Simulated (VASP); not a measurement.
# ZrC (Fm-3m) in VASP: settings compared

Aim: see how the results for ZrC move with the level of theory and the settings. Levels: r2SCAN+D4, r2SCAN. Tasks: single point.

All numbers are computed with VASP 6.6.1; they aren't measurements. Logs are shortened: lines on timing, memory, paths and dates and some standing lists are left out, and cuts for length are marked.

## 1. The cell of the first run

It takes space group Fm-3m (No. 225, cubic). Conventional cell: a = 4.707 Å, b = 4.707 Å, c = 4.707 Å, α = 90.00°, β = 90.00°, γ = 90.00°. Within 3.1 Å of Zr (site symmetry m-3m) lie 6 C at 2.35 Å. Within 3.1 Å of C (site symmetry m-3m) lie 6 Zr at 2.35 Å.

## 2. Single point, r2SCAN+D4 (13.03 Å³/atom)

File POSCAR:

```
ZrC
1.0
    0.0000000000      2.3533421948      2.3533421948
    2.3533421948      0.0000000000      2.3533421948
    2.3533421948      2.3533421948      0.0000000000
Zr C
1 1
Direct
    0.5000000000      0.5000000000      0.5000000000
    0.0000000000      0.0000000000      0.0000000000
```

File INCAR.step1:

```
PREC = Accurate
ENCUT = 660
ISMEAR = 0
SIGMA = 0.05
LREAL = F
LASPH = T
NELM = 120
NBANDS = 15
GGA = PE
ALGO = Normal
EDIFF = 1E-5
LWAVE = T
LCHARG = F
GGA_COMPAT = F
```

File INCAR.step2:

```
PREC = Accurate
ENCUT = 660
EDIFF = 1E-6
ISMEAR = 0
SIGMA = 0.05
LREAL = F
LASPH = T
NELM = 120
ALGO = Normal
ISIF = 2
LWAVE = F
LCHARG = F
METAGGA = R2SCAN
LMIXTAU = T
IVDW = 13
VDW_S6 = 1.0
VDW_S8 = 0.6018749
VDW_A1 = 0.51559235
VDW_A2 = 5.77342911
NBANDS = 15
ISTART = 1
GGA_COMPAT = F
```

File KPOINTS:

```
regular mesh
0
Gamma
  8 8 8
```

Potentials or basis: VASP PAW PBE potentials, release 64 (Zr_sv, C).

On the command line:

```console
> cat potpaw_PBE.64/Zr_sv/POTCAR potpaw_PBE.64/C/POTCAR > POTCAR
> cp INCAR.step1 INCAR
> mpirun -np 1 vasp_std > vasp.out
> cp INCAR.step2 INCAR
> mpirun -np 1 vasp_std > vasp.out
```

OUTCAR:

```text
PREC = Accurate
   ENCUT = 660
   EDIFF = 1E-6
   ISMEAR = 0
   LREAL = F
   LASPH = T
   NELM = 120
   ISIF = 2
   METAGGA = R2SCAN
   IVDW = 13
   ISTART = 1

 ion  position               nearest neighbor table
   1  0.500  0.500  0.500-   2 2.35   2 2.35   2 2.35   2 2.35   2 2.35   2 2.35
   2  0.000  0.000  0.000-   1 2.35   1 2.35   1 2.35   1 2.35   1 2.35   1 2.35

  LATTYP: Found a face centered cubic cell.
 ALAT       =     4.7066843896

  Lattice vectors:

 A1 = (   0.0000000000,   2.3533421948,   2.3533421948)
 A2 = (   2.3533421948,   0.0000000000,   2.3533421948)
 A3 = (   2.3533421948,   2.3533421948,   0.0000000000)

Analysis of symmetry for initial positions (statically):
=====================================================================
 Subroutine PRICEL returns:
 Original cell was already a primitive cell.

 Routine SETGRP: Setting up the symmetry group for a
 face centered cubic supercell.

 Subroutine GETGRP returns: Found 48 space group operations
 (whereof 48 operations were pure point group operations)
 out of a pool of 48 trial point group operations.

The static configuration has the point symmetry O_h .

Analysis of symmetry for dynamics (positions and initial velocities):
=====================================================================
 Subroutine PRICEL returns:
 Original cell was already a primitive cell.

 Routine SETGRP: Setting up the symmetry group for a
 face centered cubic supercell.

 Subroutine GETGRP returns: Found 48 space group operations
 (whereof 48 operations were pure point group operations)
 out of a pool of 48 trial point group operations.

The dynamic configuration has the point symmetry O_h .

 Subroutine INISYM returns: Found 48 space group operations
 (whereof 48 operations are pure point group operations),
 and found     1 'primitive' translations

----------------------------------------------------------------------------------------

                                     Primitive cell

  volume of cell :      26.0667

  direct lattice vectors                    reciprocal lattice vectors
     0.000000000  2.353342195  2.353342195    -0.212463789  0.212463789  0.212463789
     2.353342195  0.000000000  2.353342195     0.212463789 -0.212463789  0.212463789
     2.353342195  2.353342195  0.000000000     0.212463789  0.212463789 -0.212463789

  length of vectors
     3.328128449  3.328128449  3.328128449     0.367998078  0.367998078  0.367998078

  position of ions in fractional coordinates (direct lattice)
     0.500000000  0.500000000  0.500000000
     0.000000000  0.000000000  0.000000000

  ion indices of the primitive-cell ions
   primitive index   ion index
                 1           1
                 2           2

----------------------------------------------------------------------------------------

 KPOINTS: regular mesh

Automatic generation of k-mesh.
 Grid dimensions read from file:
 generate k-points for:    8    8    8

 Generating k-lattice:

  Cartesian coordinates                     Fractional coordinates (reciprocal lattice)
    -0.026557974  0.026557974  0.026557974     0.125000000  0.000000000  0.000000000
     0.026557974 -0.026557974  0.026557974     0.000000000  0.125000000  0.000000000
     0.026557974  0.026557974 -0.026557974     0.000000000  0.000000000  0.125000000

  Length of vectors
     0.045999760  0.045999760  0.045999760

  Shift w.r.t. Gamma in fractional coordinates (k-lattice)
     0.000000000  0.000000000  0.000000000

 Subroutine IBZKPT returns following result:
 ===========================================

 Found     29 irreducible k-points:

 Following reciprocal coordinates:
            Coordinates               Weight
  0.000000  0.000000  0.000000      1.000000
  0.125000  0.000000  0.000000      8.000000
  0.250000  0.000000  0.000000      8.000000
  0.375000  0.000000  0.000000      8.000000
  0.500000  0.000000  0.000000      4.000000
  0.125000  0.125000  0.000000      6.000000
[... 16 lines left out ...]
  0.500000  0.250000  0.125000     48.000000
 -0.375000  0.250000  0.125000     24.000000
 [... further k-points ...]
   k-points           NKPTS =     29   k-points in BZ     NKDIM =     29   number of bands    NBANDS=     15
   number of dos      NEDOS =    301   number of ions     NIONS =      2
   total plane-waves  NPLWV =  21952
   dimension x,y,z NGX =    28 NGY =   28 NGZ =   28
   dimension x,y,z NGXF=    56 NGYF=   56 NGZF=   56
   ions per type =               1   1
   NGX,Y,Z   is equivalent  to a cutoff of  13.99, 13.99, 13.99 a.u.
   NGXF,Y,Z  is equivalent  to a cutoff of  27.97, 27.97, 27.97 a.u.
 SYSTEM =  unknown system
   PREC   = accura    normal or accurate (medium, high low for compatibility)
   ISTART =      1    job   : 0-new  1-cont  2-samecut
   ICHARG =      0    charge: 1-file 2-atom 10-const
   ISPIN  =      1    spin polarized calculation?
   LNONCOLLINEAR =      F non collinear calculations
   LSORBIT =      F    spin-orbit coupling
   LASPH  =      T    aspherical Exc in radial PAW
   ENCUT  =  660.0 eV  48.51 Ry    6.96 a.u.   6.97  6.97  6.97*2*pi/ulx,y,z
   NELM   =    120;   NELMIN=  2; NELMDL=  0     # of ELM steps
   EDIFF  = 0.1E-05   stopping-criterion for ELM
   LREAL  =      F    real-space projection
   EDIFFG = 0.1E-04   stopping-criterion for IOM
   NSW    =      0    number of steps for IOM
   IBRION =     -1    ionic relax: 0-MD 1-quasi-New 2-CG
   NFREE  =      0    steps in history (QN), initial steepest desc. (CG)
   ISIF   =      2    stress and relaxation
   ISYM   =      2    0-nonsym 1-usesym 2-fastsym
   POTIM  = 0.5000    time-step for ionic-motion
   TEBEG  =    0.0;   TEEND  =   0.0 temperature during run
   PSTRESS=    0.0 pullay stress
   NELECT =      16.0000    total number of electrons
   NUPDOWN=      -1.0000    fix difference up-down
   EMIN   =  10.00;   EMAX   =-10.00  energy-range for DOS
   EFERMI =   0.00;   METHOD = LEGACY
   ISMEAR =     0;   SIGMA  =   0.05  broadening in eV -4-tet -1-fermi 0-gaus
   EFERMI_NEDOS =   21; number of points for ismear=-14 and -15
   IALGO  =     38    algorithm
   IMIX   =      4    mixing-type and parameters
     AMIX     =   0.40;   BMIX     =  1.00
     AMIX_MAG =   1.60;   BMIX_MAG =  1.00
  volume/ion in A,a.u.               =      13.03        87.95
  Fermi-wavevector in a.u.,A,eV,Ry     =   1.391297  2.629169 26.336885  1.935706
  Thomas-Fermi vector in A             =   2.515149
   LORBIT       =      0    0 simple, 1 ext, 2 COOP (PROOUT), +10 PAW based schemes
   METAGGA = R2SCAN    functional components
   LHFCALC =     F    Hartree Fock is set to
   AEXX    =    0.0000 exact exchange contribution
   IVDW    =    13    specifies the selected vdW correction
   LEPSILON=     F    determine dielectric tensor
   LRPA    =     F    only Hartree local field effects (RPA)
 non-spin polarized calculation
 Gauss-broadening in eV      SIGMA  =   0.05
  energy-cutoff  :      660.00
  volume of cell :       26.07
 maximum number of plane-waves:      1018
   NGX = 13   NGY = 13   NGZ = 13

 number of electron      16.0000000 magnetization

 Free energy of the ion-electron system (eV)
  ---------------------------------------------------
  ext. energy  EPLUGINS =         0.00000000
  ---------------------------------------------------
  free energy    TOTEN  =       -34.72255779 eV

  energy without entropy =      -34.72176511  energy(sigma->0) =      -34.72216145

 E-fermi :   9.5536     XC(G=0): -12.9203

 val. band max:        9.3953521993   @ k =   0.3750   0.3750   0.0000
 cond. band min:       9.5576352013   @ k =   0.1250   0.1250   0.0000
 fundamental gap:      0.1622830019
 Fermi energy:         9.5535890028

 k-point     1 :       0.0000    0.0000    0.0000
  band No.  band energies     occupation
      1     -40.2367      2.00000
      2     -17.2413      2.00000
      3     -17.2413      2.00000
      4     -17.2413      2.00000
      5      -2.4232      2.00000
      6      10.5220      0.00000
      7      10.5220      0.00000
      8      10.5220      0.00000
      9      10.9158      0.00000
     10      10.9158      0.00000
     11      10.9158      0.00000
     12      12.5562      0.00000
     13      12.5562      0.00000
     14      17.5024      0.00000
     15      20.7297      0.00000

 k-point     2 :       0.1250    0.0000    0.0000
  band No.  band energies     occupation
      1     -40.2215      2.00000
      2     -17.3784      2.00000
      3     -17.2526      2.00000
      4     -17.2526      2.00000
      5      -2.0684      2.00000
      6       8.8369      2.00000
      7       9.1733      2.00000
      8       9.1733      2.00000
      9      11.4126      0.00000
     10      11.4126      0.00000
     11      11.8522      0.00000
     12      14.1656      0.00000
     13      14.1656      0.00000
     14      18.2375      0.00000
     15      21.6584      0.00000

 k-point     3 :       0.2500    0.0000    0.0000
  band No.  band energies     occupation
      1     -40.1845      2.00000
      2     -17.6956      2.00000
      3     -17.2797      2.00000
      4     -17.2797      2.00000
      5      -1.1396      2.00000
      6       6.7625      2.00000
      7       7.7339      2.00000
      8       7.7339      2.00000
      9      12.4103      0.00000
     10      12.4103      0.00000
     11      12.6368      0.00000
     12      16.7007      0.00000
     13      16.7007      0.00000
     14      19.3258      0.00000
     15      23.3696      0.00000
[... 343 lines left out ...]
 k-point    23 :       0.5000    0.2500    0.1250
  band No.  band energies     occupation
      1     -40.1269      2.00000
      2     -17.9102      2.00000
      3     -17.5207      2.00000
      4     -17.3673      2.00000
      5      -0.2479      2.00000
      6       5.4220      2.00000
      7       7.0254      2.00000
      8       7.3754      2.00000
      9      12.1172      0.00000
     10      14.5026      0.00000
     11      14.9929      0.00000
     12      16.5791      0.00000
     13      18.8118      0.00000
     14      20.8823      0.00000
     15      24.0786      0.00000

 k-point    24 :      -0.3750    0.2500    0.1250
  band No.  band energies     occupation
      1     -40.1145      2.00000
      2     -17.9784      2.00000
      3     -17.5411      2.00000
      4     -17.3933      2.00000
      5      -0.0161      2.00000
      6       5.2052      2.00000
      7       6.9504      2.00000
      8       7.0472      2.00000
      9      13.2388      0.00000
     10      13.7022      0.00000
     11      15.1843      0.00000
     12      17.9925      0.00000
     13      18.7721      0.00000
     14      20.3949      0.00000
     15      24.0678      0.00000

 [... further k-points ...]

------------------------ aborting loop because EDIFF is reached ----------------------------------------

  DFT-D4 for vdW energy calculation

  Edisp (eV):   -0.17829

  FORCE on cell =-STRESS in cart. coord.  units (eV):
  Direction    XX          YY          ZZ          XY          YZ          ZX
  --------------------------------------------------------------------------------------
  -------------------------------------------------------------------------------------
  Total      -0.06325    -0.06325    -0.06325     0.00000    -0.00000     0.00000
  in kB      -3.88766    -3.88766    -3.88766     0.00000    -0.00000     0.00000
  external pressure =       -3.89 kB  Pullay stress =        0.00 kB

 VOLUME and BASIS-vectors are now :
 -----------------------------------------------------------------------------
  energy-cutoff  :      660.00
  volume of cell :       26.07
      direct lattice vectors                 reciprocal lattice vectors
     0.000000000  2.353342195  2.353342195    -0.212463789  0.212463789  0.212463789
     2.353342195  0.000000000  2.353342195     0.212463789 -0.212463789  0.212463789
     2.353342195  2.353342195  0.000000000     0.212463789  0.212463789 -0.212463789

 POSITION                                       TOTAL-FORCE (eV/Angst)
 -----------------------------------------------------------------------------------
      2.35334      2.35334      2.35334         0.000000      0.000000      0.000000
      0.00000      0.00000      0.00000        -0.000000     -0.000000     -0.000000
 -----------------------------------------------------------------------------------
    total drift:                                0.000000      0.000000      0.000000

  FREE ENERGIE OF THE ION-ELECTRON SYSTEM (eV)
  ---------------------------------------------------
  free  energy   TOTEN  =       -34.9008455236 eV

  energy  without entropy=      -34.9000528422  energy(sigma->0) =      -34.90044918
```

Run time: 69 s. Hardware: 1 thread of Intel Xeon Platinum 8259CL at 2.50GHz (Skylake/Cascade Lake), shared host; peak memory 0.17 GiB.

What came out:

```
Free energy                : -34.9008 eV
Pressure                   : -0.4 GPa
Band gap on the k mesh     : zero (bands 8 and 9 overlap by 1.32 eV)
Dispersion energy per atom : -0.089 eV
```

Caveat: the PAW data sets were made with another functional, which shifts forces and pressure a little.

(Part 1 of 3 ends here.)
